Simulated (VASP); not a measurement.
# Ta (Fm-3m) in VASP: a series of runs, part 2 of 3

VASP 6.6.1. The steps go on from the part before.

### 3 Single point, LDA (volume scaled by 1.08)

File INCAR:

```
PREC = Accurate
ENCUT = 520
EDIFF = 1E-7
ISMEAR = -1
SIGMA = 0.1
LREAL = False
LASPH = True
NELM = 60
ALGO = Normal
ISIF = 2
LWAVE = False
LCHARG = True
GGA = CA
LELF = True
LVHAR = True
NBANDS = 12
```

File KPOINTS:

```
regular mesh
0
Gamma
  15 15 15
```

File POSCAR:

```
Ta
1.0
    0.0000000000      2.1245214008      2.1245214008
    2.1245214008      0.0000000000      2.1245214008
    2.1245214008      2.1245214008      0.0000000000
Ta
1
Direct
    0.0000000000      0.0000000000      0.0000000000
```

Potentials or basis: VASP PAW LDA potentials, release 64 (Ta_pv).

The run is started by

```
$ cat potpaw_LDA.64/Ta_pv/POTCAR > POTCAR
$ mpirun -np 1 vasp_std > vasp.out
```

OUTCAR:

```text
PREC = Accurate
   ENCUT = 520
   EDIFF = 1E-7
   ISMEAR = -1
   LREAL = False
   LASPH = True
   NELM = 60
   ISIF = 2
   GGA = CA

 ion  position               nearest neighbor table
   1  0.000  0.000  0.000-

  LATTYP: Found a face centered cubic cell.
 ALAT       =     4.2490428016

  Lattice vectors:

 A1 = (   0.0000000000,   2.1245214008,   2.1245214008)
 A2 = (   2.1245214008,   0.0000000000,   2.1245214008)
 A3 = (   2.1245214008,   2.1245214008,   0.0000000000)

Analysis of symmetry for initial positions (statically):
=====================================================================
 Subroutine PRICEL returns:
 Original cell was already a primitive cell.

 Routine SETGRP: Setting up the symmetry group for a
 face centered cubic supercell.

 Subroutine GETGRP returns: Found 48 space group operations
 (whereof 48 operations were pure point group operations)
 out of a pool of 48 trial point group operations.

The static configuration has the point symmetry O_h .

Analysis of symmetry for dynamics (positions and initial velocities):
[... 159 lines left out ...]
 cond. band min:       5.2665801415   @ k =  -0.0667   0.0667   0.0000
 fundamental gap:      0.0156509667
 Fermi energy:         5.2525671342

 k-point     1 :       0.0000    0.0000    0.0000
  band No.  band energies     occupation
      1     -28.2737      2.00000
      2     -28.2737      2.00000
      3     -28.2737      2.00000
      4      -2.7130      2.00000
      5       5.6488      0.03732
      6       5.6488      0.03732
      7       5.6488      0.03732
      8       8.5166      0.00000
      9       8.5166      0.00000
     10      17.7522      0.00000
     11      18.3153      0.00000
     12      22.4388      0.00000
[... 331 lines left out ...]
 k-point    24 :       0.2000    0.1333    0.0000
  band No.  band energies     occupation
      1     -28.5551      2.00000
      2     -28.3623      2.00000
      3     -28.3544      2.00000
      4      -1.2477      2.00000
      5       4.4248      1.99949
      6       6.3380      0.00004
      7       6.4749      0.00001
      8       7.1871      0.00000
      9       8.9916      0.00000
     10      18.3141      0.00000
     11      20.3600      0.00000
     12      20.7682      0.00000

 [... further k-points ...]
[... 5 lines left out ...]
  --------------------------------------------------------------------------------------
  -------------------------------------------------------------------------------------
  Total       -1.6015848     -1.6015848     -1.6015848     -0.0000000      0.0000000      0.0000000
  in kB     -133.7972492   -133.7972492   -133.7972492     -0.0000000      0.0000000      0.0000000
  external PRESSURE =    -133.7972492 kB  Pullay stress =       0.0000000 kB

 VOLUME and BASIS-vectors are now :
 -----------------------------------------------------------------------------
  energy-cutoff  :      520.00
  volume of cell :       19.18
      direct lattice vectors                 reciprocal lattice vectors
     0.000000000  2.124521401  2.124521401    -0.235347123  0.235347123  0.235347123
     2.124521401  0.000000000  2.124521401     0.235347123 -0.235347123  0.235347123
     2.124521401  2.124521401  0.000000000     0.235347123  0.235347123 -0.235347123

 POSITION                                       TOTAL-FORCE (eV/Angst)
 -----------------------------------------------------------------------------------
      0.00000      0.00000      0.00000        -0.000000     -0.000000     -0.000000
 -----------------------------------------------------------------------------------
    total drift:                               -0.000000      0.000000      0.000000

  FREE ENERGIE OF THE ION-ELECTRON SYSTEM (eV)
  ---------------------------------------------------
  free  energy   TOTEN  =       -12.4957148948 eV

  energy  without entropy=      -12.4508849692  energy(sigma->0) =      -12.47329993
```

stdout:

```text
POSCAR found type information on POSCAR Ta
 POSCAR found :  1 types and       1 ions
 scaLAPACK will be used
 LDA part: xc-table for (Slater(with rela. corr.)+CA(PZ))
 , standard interpolation
 POSCAR, INCAR and KPOINTS ok, starting setup
 FFT: planning ... GRIDC
 FFT: planning ... GRID_SOFT
 FFT: planning ... GRID
 WAVECAR not read
 entering main loop
```

It took 33 s on 1 thread of Intel Xeon 8259CL, shared host; peak memory 0.14 GiB.

What came out:

```
Free energy : -12.4957 eV
Pressure    : -13.4 GPa
```

Levels at points of the mesh, in eV from the Fermi level:
```csv
k point,band 2,band 3,band 4,band 5,band 6,band 7,band 8,band 9
"(0.00, 0.00, 0.00)",-33.53,-33.53,-7.97,0.40,0.40,0.40,3.26,3.26
```

Caveat: the cell differs from its parent crystal (volume scaled by 1.08); spin-orbit coupling is left out, which moves the levels of the heavy elements.

### 4 Single point, LDA (volume scaled by 1.12)

File INCAR:

```
PREC = Accurate
ENCUT = 520
EDIFF = 1E-6
ISMEAR = -1
SIGMA = 0.1
LREAL = F
LASPH = T
NELM = 80
ALGO = Normal
ISIF = 2
LWAVE = F
LCHARG = F
GGA = CA
NBANDS = 12
```

KPOINTS is that of step 3.

File POSCAR:

```
Ta
1.0
    0.0000000000      2.1504327521      2.1504327521
    2.1504327521      0.0000000000      2.1504327521
    2.1504327521      2.1504327521      0.0000000000
Ta
1
Direct
    0.0000000000      0.0000000000      0.0000000000
```

The run is started by

```
$ cat potpaw_LDA.64/Ta_pv/POTCAR > POTCAR
$ mpirun -np 1 vasp_std > vasp.out
```

Wall time 26 s (1 thread of Intel Xeon 8259CL, shared host); peak memory 0.15 GiB.

Results (log left out):

```yaml
Free_energy: -12.4244 eV
Pressure: -18.7 GPa
```

Levels at points of the mesh, in eV from the Fermi level:
```tsv
k point	band 2	band 3	band 4	band 5	band 6	band 7	band 8	band 9
(0.00, 0.00, 0.00)	-33.65	-33.65	-7.81	0.41	0.41	0.41	3.13	3.13
```

Caveat: the cell differs from its parent crystal (volume scaled by 1.12); spin-orbit coupling is left out, which moves the levels of the heavy elements.

### 5 Relaxation of cell and atoms, LDA

This run uses another cell than the first one, of 18.06 Å³/atom, 0.978 times its volume.

File INCAR:

```
PREC     = Accurate       # precision mode
ENCUT    = 600            # plane-wave cutoff, eV
EDIFF    = 1E-6           # SCF threshold, eV
ISMEAR   = -1             # smearing method
SIGMA    = 0.1            # smearing width, eV
LREAL    = F              # projectors in reciprocal space
LASPH    = T              # aspherical terms in the spheres
NELM     = 100            # most SCF steps
ALGO     = Normal         # electronic algorithm
ISIF     = 3              # what is computed and relaxed
LWAVE    = F              # write WAVECAR
LCHARG   = F              # write CHGCAR
IBRION   = 2              # ionic algorithm
NSW      = 80             # ionic steps
EDIFFG   = -0.01          # ionic threshold
```

File KPOINTS:

```
regular mesh
0
Gamma
  13 13 13
```

File POSCAR:

```
Ta
1.0
    0.0000000000      2.0825235034      2.0825235034
    2.0825235034      0.0000000000      2.0825235034
    2.0825235034      2.0825235034      0.0000000000
Ta
1
Direct
    0.0000000000      0.0000000000      0.0000000000
```

Potentials or basis: VASP PAW LDA potentials, release 64 (Ta_pv).

The run is started by

```
$ cat potpaw_LDA.64/Ta_pv/POTCAR > POTCAR
$ mpirun -np 1 vasp_std > vasp.out
```

OUTCAR:

```text
PREC = Accurate
   ENCUT = 600
   EDIFF = 1E-6
   ISMEAR = -1
   LREAL = F
   LASPH = T
   NELM = 100
   ISIF = 3
   IBRION = 2
   NSW = 80
   EDIFFG = -0.01

 ion  position               nearest neighbor table
   1  0.000  0.000  0.000-

  LATTYP: Found a face centered cubic cell.
 ALAT       =     4.1650470068

  Lattice vectors:

 A1 = (   0.0000000000,   2.0825235034,   2.0825235034)
 A2 = (   2.0825235034,   0.0000000000,   2.0825235034)
 A3 = (   2.0825235034,   2.0825235034,   0.0000000000)

Analysis of symmetry for initial positions (statically):
=====================================================================
 Subroutine PRICEL returns:
 Original cell was already a primitive cell.

 Routine SETGRP: Setting up the symmetry group for a
 face centered cubic supercell.

 Subroutine GETGRP returns: Found 48 space group operations
 (whereof 48 operations were pure point group operations)
 out of a pool of 48 trial point group operations.

The static configuration has the point symmetry O_h .

Analysis of symmetry for dynamics (positions and initial velocities):
=====================================================================
 Subroutine PRICEL returns:
 Original cell was already a primitive cell.

 Routine SETGRP: Setting up the symmetry group for a
 face centered cubic supercell.

 Subroutine GETGRP returns: Found 48 space group operations
 (whereof 48 operations were pure point group operations)
 out of a pool of 48 trial point group operations.

The dynamic configuration has the point symmetry O_h .

 Subroutine INISYM returns: Found 48 space group operations
 (whereof 48 operations are pure point group operations),
 and found     1 'primitive' translations

----------------------------------------------------------------------------------------

                                     Primitive cell

  volume of cell :      18.0634

  direct lattice vectors                    reciprocal lattice vectors
     0.000000000  2.082523503  2.082523503    -0.240093329  0.240093329  0.240093329
     2.082523503  0.000000000  2.082523503     0.240093329 -0.240093329  0.240093329
     2.082523503  2.082523503  0.000000000     0.240093329  0.240093329 -0.240093329

  length of vectors
     2.945132982  2.945132982  2.945132982     0.415853844  0.415853844  0.415853844

  position of ions in fractional coordinates (direct lattice)
     0.000000000  0.000000000  0.000000000

  ion indices of the primitive-cell ions
   primitive index   ion index
                 1           1

----------------------------------------------------------------------------------------

 KPOINTS: regular mesh

Automatic generation of k-mesh.
 Grid dimensions read from file:
 generate k-points for:   13   13   13

 Generating k-lattice:

  Cartesian coordinates                     Fractional coordinates (reciprocal lattice)
    -0.018468718  0.018468718  0.018468718     0.076923077  0.000000000  0.000000000
     0.018468718 -0.018468718  0.018468718     0.000000000  0.076923077  0.000000000
     0.018468718  0.018468718 -0.018468718     0.000000000  0.000000000  0.076923077

  Length of vectors
     0.031988757  0.031988757  0.031988757

  Shift w.r.t. Gamma in fractional coordinates (k-lattice)
     0.000000000  0.000000000  0.000000000

 Subroutine IBZKPT returns following result:
 ===========================================

 Found     84 irreducible k-points:

 Following reciprocal coordinates:
            Coordinates               Weight
  0.000000  0.000000  0.000000      1.000000
  0.076923  0.000000  0.000000      8.000000
  0.153846  0.000000  0.000000      8.000000
  0.230769  0.000000  0.000000      8.000000
  0.307692  0.000000  0.000000      8.000000
  0.384615  0.000000  0.000000      8.000000
[... 16 lines left out ...]
  0.384615  0.153846  0.000000     24.000000
  0.461538  0.153846  0.000000     24.000000
 [... further k-points ...]
   k-points           NKPTS =     84   k-points in BZ     NKDIM =     84   number of bands    NBANDS=      9
   number of dos      NEDOS =    301   number of ions     NIONS =      1
   total plane-waves  NPLWV =  13824
   dimension x,y,z NGX =    24 NGY =   24 NGZ =   24
   dimension x,y,z NGXF=    48 NGYF=   48 NGZF=   48
   ions per type =               1
   NGX,Y,Z   is equivalent  to a cutoff of  13.55, 13.55, 13.55 a.u.
   NGXF,Y,Z  is equivalent  to a cutoff of  27.09, 27.09, 27.09 a.u.
 SYSTEM =  unknown system
   PREC   = accura    normal or accurate (medium, high low for compatibility)
   ISTART =      0    job   : 0-new  1-cont  2-samecut
   ICHARG =      2    charge: 1-file 2-atom 10-const
   ISPIN  =      1    spin polarized calculation?
   LNONCOLLINEAR =      F non collinear calculations
   LSORBIT =      F    spin-orbit coupling
   LASPH  =      T    aspherical Exc in radial PAW
   ENCUT  =  600.0 eV  44.10 Ry    6.64 a.u.   5.88  5.88  5.88*2*pi/ulx,y,z
   NELM   =    100;   NELMIN=  2; NELMDL= -5     # of ELM steps
   EDIFF  = 0.1E-05   stopping-criterion for ELM
   LREAL  =      F    real-space projection
   EDIFFG = -.1E-01   stopping-criterion for IOM
   NSW    =     80    number of steps for IOM
   IBRION =      2    ionic relax: 0-MD 1-quasi-New 2-CG
   NFREE  =      1    steps in history (QN), initial steepest desc. (CG)
   ISIF   =      3    stress and relaxation
   ISYM   =      2    0-nonsym 1-usesym 2-fastsym
   POTIM  = 0.5000    time-step for ionic-motion
   TEBEG  =    0.0;   TEEND  =   0.0 temperature during run
   PSTRESS=    0.0 pullay stress
   NELECT =      11.0000    total number of electrons
   NUPDOWN=      -1.0000    fix difference up-down
   EMIN   =  10.00;   EMAX   =-10.00  energy-range for DOS
   EFERMI =   0.00;   METHOD = LEGACY
   ISMEAR =    -1;   SIGMA  =   0.10  broadening in eV -4-tet -1-fermi 0-gaus
   EFERMI_NEDOS =   21; number of points for ismear=-14 and -15
   IALGO  =     38    algorithm
   IMIX   =      4    mixing-type and parameters
     AMIX     =   0.40;   BMIX     =  1.00
     AMIX_MAG =   1.60;   BMIX_MAG =  1.00
  volume/ion in A,a.u.               =      18.06       121.90
  Fermi-wavevector in a.u.,A,eV,Ry     =   1.387626  2.622233 26.198105  1.925506
  Thomas-Fermi vector in A             =   2.511829
   LORBIT       =      0    0 simple, 1 ext, 2 COOP (PROOUT), +10 PAW based schemes
   GGA     = CA    functional components
   LHFCALC =     F    Hartree Fock is set to
   AEXX    =    0.0000 exact exchange contribution
   IVDW    =     0    specifies the selected vdW correction
   LEPSILON=     F    determine dielectric tensor
   LRPA    =     F    only Hartree local field effects (RPA)
 conjugate gradient relaxation of ions
 non-spin polarized calculation
  energy-cutoff  :      600.00
  volume of cell :       18.06
 maximum number of plane-waves:       620
   NGX = 11   NGY = 11   NGZ = 11

--------------------------------------- Ionic step        1  -------------------------------------------

 number of electron      11.0000001 magnetization

 Free energy of the ion-electron system (eV)
  ---------------------------------------------------
  ext. energy  EPLUGINS =         0.00000000
  ---------------------------------------------------
  free energy    TOTEN  =       -12.55854010 eV

  energy without entropy =      -12.52052766  energy(sigma->0) =      -12.53953388

------------------------ aborting loop because EDIFF is reached ----------------------------------------

  FORCE on cell =-STRESS in cart. coord.  units (eV):
  Direction    XX          YY          ZZ          XY          YZ          ZX
  --------------------------------------------------------------------------------------
  -------------------------------------------------------------------------------------
  Total       -0.3088053     -0.3088053     -0.3088053      0.0000000      0.0000000     -0.0000000
  in kB      -27.3902224    -27.3902224    -27.3902224      0.0000000      0.0000000     -0.0000000
  external PRESSURE =     -27.3902224 kB  Pullay stress =       0.0000000 kB
[... 57 lines left out ...]
--------------------------------------- Ionic step        3  -------------------------------------------

 number of electron      11.0000000 magnetization

 Free energy of the ion-electron system (eV)
  ---------------------------------------------------
  ext. energy  EPLUGINS =         0.00000000
  ---------------------------------------------------
  free energy    TOTEN  =       -12.56065763 eV

  energy without entropy =      -12.52302914  energy(sigma->0) =      -12.54184338

 E-fermi :   5.8699     XC(G=0): -12.8511

 val. band max:        5.8402948998   @ k =  -0.3846   0.2308   0.0769
 cond. band min:       5.8707863559   @ k =   0.3846   0.1538   0.0769
 fundamental gap:      0.0304914561
 Fermi energy:         5.8698982456

 k-point     1 :       0.0000    0.0000    0.0000
  band No.  band energies     occupation
      1     -27.3842      2.00000
      2     -27.3842      2.00000
      3     -27.3842      2.00000
      4      -2.3970      2.00000
      5       6.2439      0.04640
      6       6.2439      0.04640
      7       6.2439      0.04640
      8       9.4210      0.00000
      9       9.4210      0.00000
[... 265 lines left out ...]
 k-point    24 :       0.4615    0.1538    0.0000
  band No.  band energies     occupation
      1     -28.4637      2.00000
      2     -27.6867      2.00000
      3     -27.6121      2.00000
      4       1.7671      2.00000
      5       4.7381      1.99998
      6       5.7604      1.49865
      7       6.9605      0.00004
      8      11.9923      0.00000
      9      12.0633      0.00000

 [... further k-points ...]
[... 5 lines left out ...]
  --------------------------------------------------------------------------------------
  -------------------------------------------------------------------------------------
  Total       -0.0039149     -0.0039149     -0.0039149      0.0000000      0.0000000      0.0000000
  in kB       -0.3518877     -0.3518877     -0.3518877      0.0000000      0.0000000      0.0000000
  external PRESSURE =      -0.3518877 kB  Pullay stress =       0.0000000 kB
[... 16 lines left out ...]
  FREE ENERGIE OF THE ION-ELECTRON SYSTEM (eV)
  ---------------------------------------------------
  free  energy   TOTEN  =       -12.5606576251 eV

  energy  without entropy=      -12.5230291390  energy(sigma->0) =      -12.54184338

 reached required accuracy - stopping structural energy minimisation
```

Run time: 38 s. Hardware: 1 thread of Intel Xeon 8259CL, shared host; peak memory 0.14 GiB.

What came out:

```
Free energy                            : -12.5607 eV
Relaxed volume                         : 17.83 Å³/atom
Relaxed cell                           : a = 2.932 Å, b = 2.932 Å, c = 2.932 Å, α = 60.00°, β = 60.00°, γ = 60.00°
Space group after relaxing (to 0.05 Å) : Fm-3m (No. 225)
Energy gained by relaxing              : 2.1 meV/atom
Ionic steps                            : 3
Pressure after relaxing                : 0.0 GPa
```

The path:
| step | energy change (eV) | largest force (eV/Å) | pressure (GPa) | volume (Å³) |
| --- | --- | --- | --- | --- |
| 1 | 0.0000 | 0.0000 | -2.74 | 18.06 |
| 2 | 0.0099 | 0.0000 | 7.13 | 17.27 |
| 3 | -0.0021 | 0.0000 | -0.04 | 17.83 |

Final structure:
```yaml
crystal:
  lattice:
    - [0.00000, 2.07332, 2.07332]
    - [2.07332, 0.00000, 2.07332]
    - [2.07332, 2.07332, 0.00000]
  atoms:
    - { symbol: Ta, position: [0.00000, 0.00000, 0.00000] }
```

Levels at points of the mesh, in eV from the Fermi level:
| k point | band 1 | band 2 | band 3 | band 4 | band 5 | band 6 | band 7 | band 8 | band 9 |
| --- | --- | --- | --- | --- | --- | --- | --- | --- | --- |
| (0.00, 0.00, 0.00) | -33.25 | -33.25 | -33.25 | -8.27 | 0.37 | 0.37 | 0.37 | 3.55 | 3.55 |

Caveat: spin-orbit coupling is left out, which moves the levels of the heavy elements.

(Part 2 of 3 ends here.)
